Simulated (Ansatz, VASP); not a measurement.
# N in VASP and in Ansatz

```
N
1.0
     4.40183    0.00000    0.00000
     0.00000    4.40183    0.00000
     0.00000    0.00000    5.71629
N
4
Direct
  0.91167 0.91167 0.00000
  0.58833 0.41167 0.50000
  0.08833 0.08833 0.00000
  0.41167 0.58833 0.50000
```

Change from the starting cell: volume scaled by 0.980, atoms relaxed by PAW.

Alike in both runs: functional PBEsol; k mesh 6 × 6 × 4; no spin polarisation.

Ansatz relaxed the structure, and its values are those at the end. VASP's run is a single point on that final structure, the one shown.

|  | VASP | Ansatz |
| --- | --- | --- |
| version | VASP 6.6.1 | Ansatz 0.2.0 |
| potentials or method | VASP PAW PBE potentials, release 64 (N) | PAW with Ansatz's default frozen-core files, scalar-relativistic |
| plane-wave cutoff (eV) | 520 | 420 |
| occupations | gaussian, width 0.01 eV | fixed |
| valence electrons in the cell | 20 | 20 |

VASP gave:

```
gap on the k mesh at the Fermi level (eV) : 7.30
pressure (GPa)                            : 1.8
rms of the force components (eV/Å)        : 1.080
```

Task: What did Ansatz give for the same quantities?

Result: gap on the k mesh at the Fermi level (eV): 7.35; pressure (GPa): 0.0; rms of the force components (eV/Å): 0.001.

VASP's potentials were made for PBE, not for PBEsol. Ansatz's warnings: stress scf threshold loose.

Noted on VASP's run: the standard files for N, O and F lose accuracy on very short bonds.
